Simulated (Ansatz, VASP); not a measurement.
## Two plane-wave programs on Si

```
Si
1.0
     2.52700    0.02527    0.02527
    -1.24162    2.17581    0.00925
     0.02373    0.02373    2.37300
Si
1
Direct
  0.00000 0.00000 0.00000
```

Alike in both runs: task single point; functional PBE; k mesh 16 × 16 × 14; occupations gaussian, width 0.15 eV; no spin polarisation.

|  | VASP | Ansatz |
| --- | --- | --- |
| version | VASP 6.6.1 | Ansatz 0.2.0 |
| potentials or method | VASP PAW PBE potentials, release 64 (Si), cutoff 520 eV | plane waves, PAW |
| valence electrons in the cell | 4 | 4 |

```tsv
	VASP	Ansatz	Ansatz less VASP
pressure (GPa)	20.7	20.8	+0.10
traceless stress, the component that is largest in VASP (GPa)	-1.82	-1.82	+0.004
```

The functional is the same, so the differences come from potentials, cutoffs and numerics.
